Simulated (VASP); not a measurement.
# BaTiO3 (P4mm) in VASP: notebook

BaTiO3 is run at these levels: PBEsol, PBE; tasks: single point.

All numbers are computed with VASP 6.6.1; they aren't measurements. Logs are shortened: lines on timing, memory, paths and dates and some standing lists are left out, and cuts for length are marked.

## 1. The cell of the first run

It takes space group P4mm (No. 99, tetragonal). The conventional cell has a = 3.956 Å, b = 3.956 Å, c = 4.043 Å, α = 90.00°, β = 90.00°, γ = 90.00°. Within 3.7 Å of Ba (site symmetry 4mm) lie 12 O at 2.77 to 2.88 Å and 8 Ti at 3.42 to 3.49 Å. Ti (site symmetry 4mm) has 6 O at 1.84 to 2.20 Å within 2.4 Å. Within 2.6 Å of O (site symmetry 2mm) lie 2 Ti at 1.98 Å. Within 2.4 Å of O (site symmetry 4mm) lie 2 Ti at 1.84 to 2.20 Å.

## 2. Single point, PBEsol

The input, INCAR:

```
SYSTEM = BaTiO3
PREC = Accurate ; ENCUT = 1340
EDIFF = 1E-6 ; ISMEAR = -1
SIGMA = 0.05 ; LREAL = .FALSE.
LASPH = .TRUE. ; NELM = 120
ALGO = Normal ; ISIF = 2
LWAVE = .FALSE. ; LCHARG = .TRUE.
GGA = PS ; LELF = .TRUE.
LVHAR = .TRUE. ; NBANDS = 28
GGA_COMPAT = .FALSE.
```

The input, KPOINTS:

```
Automatic mesh
0
G
  7 7 7
  0 0 0
```

The input, POSCAR:

```
BaTiO3
1.0
    3.9555936760      0.0000000000      0.0000000000
    0.0000000000      3.9555936760      0.0000000000
    0.0000000000      0.0000000000      4.0433881358
Ba Ti O
1 1 3
Direct
    0.0000000000      0.0000000000     -0.0018746625
    0.5000000000      0.5000000000      0.4829250625
    0.0000000000      0.5000000000      0.5170861086
    0.5000000000      0.0000000000      0.5170861086
    0.5000000000      0.5000000000      0.0277773829
```

Potentials or basis: VASP PAW PBE potentials, release 64 (Ba_sv, Ti_sv, O_h).

Started as:

```console
cat potpaw_PBE.64/Ba_sv/POTCAR potpaw_PBE.64/Ti_sv/POTCAR potpaw_PBE.64/O_h/POTCAR > POTCAR
mpirun -np 1 vasp_std > vasp.out
```

OUTCAR:

```text
SYSTEM = BaTiO3
   PREC = Accurate
   ENCUT = 1340
   EDIFF = 1E-6
   ISMEAR = -1
   LREAL = .FALSE.
   LASPH = .TRUE.
   NELM = 120
   ISIF = 2
   GGA = PS

 ion  position               nearest neighbor table
   1  0.000  0.000  0.998-   3 2.77   4 2.77   3 2.77   4 2.77   5 2.80   5 2.80   5 2.80   5 2.80
                             4 2.88   3 2.88   4 2.88   3 2.88   2 3.42   2 3.42   2 3.42   2 3.42
   2  0.500  0.500  0.483-   5 1.84   4 1.98   3 1.98   4 1.98   3 1.98   5 2.20   1 3.42   1 3.42
                             1 3.42   1 3.42   1 3.49   1 3.49   1 3.49   1 3.49
   3  0.000  0.500  0.517-   2 1.98   2 1.98   1 2.77   1 2.77   1 2.88   1 2.88
   4  0.500  0.000  0.517-   2 1.98   2 1.98   1 2.77   1 2.77   1 2.88   1 2.88
   5  0.500  0.500  0.028-   2 1.84   2 2.20   1 2.80   1 2.80   1 2.80   1 2.80

  LATTYP: Found a simple tetragonal cell.
 ALAT       =     3.9555936760
 C/A-ratio  =     1.0221950147

  Lattice vectors:

 A1 = (   3.9555936760,   0.0000000000,   0.0000000000)
 A2 = (   0.0000000000,   3.9555936760,   0.0000000000)
 A3 = (   0.0000000000,   0.0000000000,   4.0433881358)

Analysis of symmetry for initial positions (statically):
=====================================================================
 Subroutine PRICEL returns:
 Original cell was already a primitive cell.

 Routine SETGRP: Setting up the symmetry group for a
 simple tetragonal supercell.

 Subroutine GETGRP returns: Found  8 space group operations
 (whereof  8 operations were pure point group operations)
 out of a pool of 16 trial point group operations.

The static configuration has the point symmetry C_4v.

Analysis of symmetry for dynamics (positions and initial velocities):
=====================================================================
 Subroutine PRICEL returns:
 Original cell was already a primitive cell.

 Routine SETGRP: Setting up the symmetry group for a
 simple tetragonal supercell.

 Subroutine GETGRP returns: Found  8 space group operations
 (whereof  8 operations were pure point group operations)
 out of a pool of 16 trial point group operations.

The dynamic configuration has the point symmetry C_4v.

 Subroutine INISYM returns: Found  8 space group operations
 (whereof  8 operations are pure point group operations),
 and found     1 'primitive' translations

----------------------------------------------------------------------------------------

                                     Primitive cell

  volume of cell :      63.2658

  direct lattice vectors                    reciprocal lattice vectors
[... 91 lines left out ...]
   ENCUT  = 1340.0 eV  98.49 Ry    9.92 a.u.  11.81 11.81 12.07*2*pi/ulx,y,z
   NELM   =    120;   NELMIN=  2; NELMDL= -5     # of ELM steps
   EDIFF  = 0.1E-05   stopping-criterion for ELM
   LREAL  =      F    real-space projection
   EDIFFG = 0.1E-04   stopping-criterion for IOM
   NSW    =      0    number of steps for IOM
   IBRION =     -1    ionic relax: 0-MD 1-quasi-New 2-CG
   NFREE  =      0    steps in history (QN), initial steepest desc. (CG)
   ISIF   =      2    stress and relaxation
   ISYM   =      2    0-nonsym 1-usesym 2-fastsym
   POTIM  = 0.5000    time-step for ionic-motion
   TEBEG  =    0.0;   TEEND  =   0.0 temperature during run
   PSTRESS=    0.0 pullay stress
   NELECT =      40.0000    total number of electrons
   NUPDOWN=      -1.0000    fix difference up-down
   EMIN   =  10.00;   EMAX   =-10.00  energy-range for DOS
   EFERMI =   0.00;   METHOD = LEGACY
   ISMEAR =    -1;   SIGMA  =   0.05  broadening in eV -4-tet -1-fermi 0-gaus
   EFERMI_NEDOS =   21; number of points for ismear=-14 and -15
   IALGO  =     38    algorithm
   IMIX   =      4    mixing-type and parameters
     AMIX     =   0.40;   BMIX     =  1.00
     AMIX_MAG =   1.60;   BMIX_MAG =  1.00
  volume/ion in A,a.u.               =      12.65        85.39
  Fermi-wavevector in a.u.,A,eV,Ry     =   1.405094  2.655242 26.861817  1.974288
  Thomas-Fermi vector in A             =   2.527589
   LORBIT       =      0    0 simple, 1 ext, 2 COOP (PROOUT), +10 PAW based schemes
   GGA     = PS    functional components
   LHFCALC =     F    Hartree Fock is set to
   AEXX    =    0.0000 exact exchange contribution
   IVDW    =     0    specifies the selected vdW correction
   LEPSILON=     F    determine dielectric tensor
   LRPA    =     F    only Hartree local field effects (RPA)
 non-spin polarized calculation
  energy-cutoff  :     1340.00
  volume of cell :       63.27
 maximum number of plane-waves:      7082
 NGX is ok and might be reduce to    48
   NGX = 23   NGY = 23   NGZ = 25

 number of electron      40.0000003 magnetization

 Free energy of the ion-electron system (eV)
  ---------------------------------------------------
  ext. energy  EPLUGINS =         0.00000000
  ---------------------------------------------------
  free energy    TOTEN  =       -42.02188051 eV

  energy without entropy =      -42.02188051  energy(sigma->0) =      -42.02188051

 E-fermi :   5.1556     XC(G=0): -11.5818

 val. band max:        4.1411291656   @ k =   0.4286   0.4286   0.4286
 cond. band min:       6.0422558749   @ k =   0.0000   0.0000   0.0000
 fundamental gap:      1.9011267093
 Fermi energy:         5.1555645733

 k-point     1 :       0.0000    0.0000    0.0000
  band No.  band energies     occupation
      1     -51.9794      2.00000
      2     -28.3864      2.00000
      3     -28.3145      2.00000
      4     -28.3145      2.00000
      5     -20.5976      2.00000
      6     -12.6832      2.00000
[... 733 lines left out ...]
     27      12.6018      0.00000
     28      13.2055      0.00000

 [... further k-points ...]
[... 5 lines left out ...]
  --------------------------------------------------------------------------------------
  -------------------------------------------------------------------------------------
  Total        0.6954084      0.6954084      0.7023494      0.0000000      0.0000000      0.0000000
  in kB       17.6109066     17.6109066     17.7866844      0.0000000      0.0000000      0.0000000
  external PRESSURE =      17.6694992 kB  Pullay stress =       0.0000000 kB

 VOLUME and BASIS-vectors are now :
 -----------------------------------------------------------------------------
  energy-cutoff  :     1340.00
  volume of cell :       63.27
      direct lattice vectors                 reciprocal lattice vectors
     3.955593676  0.000000000  0.000000000     0.252806552  0.000000000  0.000000000
     0.000000000  3.955593676  0.000000000     0.000000000  0.252806552  0.000000000
     0.000000000  0.000000000  4.043388136     0.000000000  0.000000000  0.247317340

 POSITION                                       TOTAL-FORCE (eV/Angst)
 -----------------------------------------------------------------------------------
      0.00000      0.00000      4.03581        -0.000000      0.000000      0.037597
      1.97780      1.97780      1.95265        -0.000000     -0.000000      0.021950
      0.00000      1.97780      2.09078        -0.000000      0.000000     -0.016267
      1.97780      0.00000      2.09078        -0.000000      0.000000     -0.016267
      1.97780      1.97780      0.11231         0.000000      0.000000     -0.027013
 -----------------------------------------------------------------------------------
    total drift:                                0.000000      0.000000     -0.000704

  FREE ENERGIE OF THE ION-ELECTRON SYSTEM (eV)
  ---------------------------------------------------
  free  energy   TOTEN  =       -42.0218805143 eV

  energy  without entropy=      -42.0218805138  energy(sigma->0) =      -42.02188051
```

OSZICAR:

```text
N       E                     dE             d eps       ncg     rms          rms(c)
DAV:   1     0.669093928070E+03    0.66909E+03   -0.35667E+04  2240   0.312E+03
DAV:   2     0.752041213377E+02   -0.59389E+03   -0.56772E+03  2292   0.648E+02
DAV:   3    -0.436159541479E+02   -0.11882E+03   -0.11225E+03  3372   0.212E+02
DAV:   4    -0.516910377466E+02   -0.80751E+01   -0.80432E+01  2976   0.543E+01
DAV:   5    -0.520138617974E+02   -0.32282E+00   -0.32255E+00  3548   0.103E+01    0.238E+01
DAV:   6    -0.421209762169E+02    0.98929E+01   -0.51048E+01  3380   0.666E+01    0.990E+00
DAV:   7    -0.421728414771E+02   -0.51865E-01   -0.97389E+00  3088   0.220E+01    0.723E+00
DAV:   8    -0.420124721908E+02    0.16037E+00   -0.83876E-01  2768   0.846E+00    0.311E+00
DAV:   9    -0.420393846543E+02   -0.26912E-01   -0.25130E-01  3244   0.382E+00    0.127E+00
DAV:  10    -0.420235404445E+02    0.15844E-01   -0.81691E-02  2768   0.293E+00    0.502E-01
DAV:  11    -0.420220552750E+02    0.14852E-02   -0.89814E-03  3260   0.759E-01    0.123E-01
DAV:  12    -0.420219334352E+02    0.12184E-03   -0.10775E-03  2596   0.246E-01    0.624E-02
DAV:  13    -0.420218816617E+02    0.51774E-04   -0.24891E-04  2788   0.164E-01    0.205E-02
DAV:  14    -0.420218822579E+02   -0.59613E-06   -0.65429E-05  3004   0.554E-02    0.129E-02
DAV:  15    -0.420218818045E+02    0.45333E-06   -0.24662E-05  3384   0.464E-02    0.119E-02
DAV:  16    -0.420218806200E+02    0.11846E-05   -0.57754E-06  2440   0.248E-02    0.172E-03
DAV:  17    -0.420218805143E+02    0.10565E-06   -0.52822E-07  1608   0.793E-03
   1 F= -.42021881E+02 E0= -.42021881E+02  d E =-.504835E-09
```

Run time: 4.4 min. Hardware: 1 thread of Intel Xeon Platinum 8375C at 2.90GHz (Ice Lake), shared host; peak memory 0.53 GiB.

What came out:

```yaml
Free_energy: -42.0219 eV
Pressure: 1.8 GPa
Largest_force: 0.038 eV/Å
Band_gap_on_the_k_mesh: 1.90 eV (least direct gap 2.19 eV)
```

Forces on the atoms (eV/Å):
```
Ba   0.000  0.000  0.038
Ti   0.000  0.000  0.022
O    0.000  0.000 -0.016
O    0.000  0.000 -0.016
O    0.000  0.000 -0.027
```

Caveat: the PAW data sets were made with another functional, which shifts forces and pressure a little; spin-orbit coupling is left out, which moves the levels of the heavy elements. A hybrid or GW would open this gap; PBEsol tends to underestimate it.

## 3. Single point, PBE

This run uses another cell than the first one, of 12.60 Å³/atom.

The input, INCAR:

```
SYSTEM = BaTiO3
PREC = Accurate
ENCUT = 1340
EDIFF = 1E-6
ISMEAR = -1
SIGMA = 0.05
LREAL = .FALSE.
LASPH = .TRUE.
NELM = 120
ALGO = Normal
ISIF = 2
LWAVE = .FALSE.
LCHARG = .FALSE.
GGA = PE
NBANDS = 28
GGA_COMPAT = .FALSE.
```

The input, KPOINTS:

```
regular mesh
0
G
  7 7 7
  0 0 0
```

The input, POSCAR:

```
BaTiO3
1.0
    3.9729548958      0.0000000000      0.0000000000
    0.0000000000      3.9729548958      0.0000000000
    0.0000000000      0.0000000000      3.9910327445
Ba Ti O
1 1 3
Direct
    0.0000000000      0.0000000000      0.0000000000
    0.5000000000      0.5000000000      0.4900000000
    0.0000000000      0.5000000000      0.5170000000
    0.5000000000      0.0000000000      0.5170000000
    0.5000000000      0.5000000000      0.0190000000
```

Potentials or basis: VASP PAW PBE potentials, release 64 (Ba_sv, Ti_sv, O_h).

Started as:

```console
cat potpaw_PBE.64/Ba_sv/POTCAR potpaw_PBE.64/Ti_sv/POTCAR potpaw_PBE.64/O_h/POTCAR > POTCAR
mpirun -np 1 vasp_std > vasp.out
```

OUTCAR:

```text
SYSTEM = BaTiO3
   PREC = Accurate
   ENCUT = 1340
   EDIFF = 1E-6
   ISMEAR = -1
   LREAL = .FALSE.
   LASPH = .TRUE.
   NELM = 120
   ISIF = 2
   GGA = PE

 ion  position               nearest neighbor table
   1  0.000  0.000  0.000-   3 2.77   4 2.77   3 2.77   4 2.77   5 2.81   5 2.81   5 2.81   5 2.81
                             4 2.86   3 2.86   4 2.86   3 2.86   2 3.42   2 3.42   2 3.42   2 3.42
   2  0.500  0.500  0.490-   5 1.88   4 1.99   3 1.99   4 1.99   3 1.99   5 2.11   1 3.42   1 3.42
                             1 3.42   1 3.42   1 3.47   1 3.47   1 3.47   1 3.47
   3  0.000  0.500  0.517-   2 1.99   2 1.99   1 2.77   1 2.77   1 2.86   1 2.86
   4  0.500  0.000  0.517-   2 1.99   2 1.99   1 2.77   1 2.77   1 2.86   1 2.86
   5  0.500  0.500  0.019-   2 1.88   2 2.11   1 2.81   1 2.81   1 2.81   1 2.81

  LATTYP: Found a simple tetragonal cell.
 ALAT       =     3.9729548958
 C/A-ratio  =     1.0045502275

  Lattice vectors:

 A1 = (   3.9729548958,   0.0000000000,   0.0000000000)
 A2 = (   0.0000000000,   3.9729548958,   0.0000000000)
 A3 = (   0.0000000000,   0.0000000000,   3.9910327445)

Analysis of symmetry for initial positions (statically):
=====================================================================
[... 175 lines left out ...]

  energy without entropy =      -39.96122138  energy(sigma->0) =      -39.96122138

 E-fermi :   5.2908     XC(G=0): -11.3526

 val. band max:        4.2683060541   @ k =   0.4286   0.4286   0.4286
 cond. band min:       6.1825611523   @ k =   0.0000   0.0000   0.0000
 fundamental gap:      1.9142550982
 Fermi energy:         5.2907664578

 k-point     1 :       0.0000    0.0000    0.0000
  band No.  band energies     occupation
      1     -52.1478      2.00000
      2     -28.4016      2.00000
      3     -28.3694      2.00000
      4     -28.3694      2.00000
      5     -20.4434      2.00000
      6     -12.5969      2.00000
[... 733 lines left out ...]
     27      12.8961      0.00000
     28      13.3492      0.00000

 [... further k-points ...]
[... 5 lines left out ...]
  --------------------------------------------------------------------------------------
  -------------------------------------------------------------------------------------
  Total        2.9382405      2.9382405      3.3220016      0.0000000      0.0000000      0.0000000
  in kB       74.7283455     74.7283455     84.4885511      0.0000000      0.0000000      0.0000000
  external PRESSURE =      77.9817473 kB  Pullay stress =       0.0000000 kB

 VOLUME and BASIS-vectors are now :
 -----------------------------------------------------------------------------
  energy-cutoff  :     1340.00
  volume of cell :       63.00
      direct lattice vectors                 reciprocal lattice vectors
     3.972954896  0.000000000  0.000000000     0.251701826  0.000000000  0.000000000
     0.000000000  3.972954896  0.000000000     0.000000000  0.251701826  0.000000000
     0.000000000  0.000000000  3.991032745     0.000000000  0.000000000  0.250561713

 POSITION                                       TOTAL-FORCE (eV/Angst)
 -----------------------------------------------------------------------------------
      0.00000      0.00000      0.00000        -0.000000     -0.000000      0.098713
      1.98648      1.98648      1.95561        -0.000000     -0.000000     -0.039123
      0.00000      1.98648      2.06336         0.000000     -0.000000     -0.112176
      1.98648      0.00000      2.06336        -0.000000     -0.000000     -0.112176
      1.98648      1.98648      0.07583        -0.000000      0.000000      0.164762
 -----------------------------------------------------------------------------------
    total drift:                                0.000000      0.000000     -0.000234

  FREE ENERGIE OF THE ION-ELECTRON SYSTEM (eV)
  ---------------------------------------------------
  free  energy   TOTEN  =       -39.9612213826 eV

  energy  without entropy=      -39.9612213822  energy(sigma->0) =      -39.96122138
```

OSZICAR:

```text
N       E                     dE             d eps       ncg     rms          rms(c)
DAV:   1     0.681335463693E+03    0.68134E+03   -0.36042E+04  2240   0.314E+03
DAV:   2     0.794437431901E+02   -0.60189E+03   -0.57556E+03  2312   0.650E+02
DAV:   3    -0.423509381165E+02   -0.12179E+03   -0.11393E+03  3368   0.216E+02
DAV:   4    -0.504047821958E+02   -0.80538E+01   -0.80205E+01  2952   0.552E+01
DAV:   5    -0.507298527151E+02   -0.32507E+00   -0.32476E+00  3540   0.105E+01    0.238E+01
DAV:   6    -0.400107355952E+02    0.10719E+02   -0.55143E+01  3368   0.675E+01    0.990E+00
DAV:   7    -0.400980454998E+02   -0.87310E-01   -0.10170E+01  3136   0.227E+01    0.704E+00
DAV:   8    -0.399512671216E+02    0.14678E+00   -0.69376E-01  2744   0.734E+00    0.368E+00
DAV:   9    -0.399828099489E+02   -0.31543E-01   -0.34102E-01  3368   0.523E+00    0.145E+00
DAV:  10    -0.399657370609E+02    0.17073E-01   -0.11598E-01  2692   0.359E+00    0.667E-01
DAV:  11    -0.399614207512E+02    0.43163E-02   -0.14021E-02  3136   0.824E-01    0.212E-01
DAV:  12    -0.399612462822E+02    0.17447E-03   -0.19084E-03  2872   0.355E-01    0.596E-02
DAV:  13    -0.399612104134E+02    0.35869E-04   -0.39354E-04  2744   0.209E-01    0.296E-02
DAV:  14    -0.399612291332E+02   -0.18720E-04   -0.13955E-04  3284   0.966E-02    0.271E-02
DAV:  15    -0.399612209056E+02    0.82275E-05   -0.55667E-05  2928   0.757E-02    0.104E-02
DAV:  16    -0.399612213826E+02   -0.47702E-06   -0.72345E-06  2704   0.239E-02
   1 F= -.39961221E+02 E0= -.39961221E+02  d E =-.471369E-09
```

Wall time 4.6 min (1 thread of Intel Xeon Platinum 8259CL at 2.50GHz (Skylake/Cascade Lake), shared host); peak memory 0.52 GiB.

Results:

```yaml
Free_energy: -39.9612 eV
Pressure: 7.8 GPa
Largest_force: 0.165 eV/Å
Band_gap_on_the_k_mesh: 1.91 eV (least direct gap 2.09 eV)
```

Forces on the atoms (eV/Å):
```
Ba   0.000  0.000  0.099
Ti   0.000  0.000 -0.039
O    0.000  0.000 -0.112
O    0.000  0.000 -0.112
O    0.000  0.000  0.165
```

Caveat: the cell stands under pressure; spin-orbit coupling is left out, which moves the levels of the heavy elements.
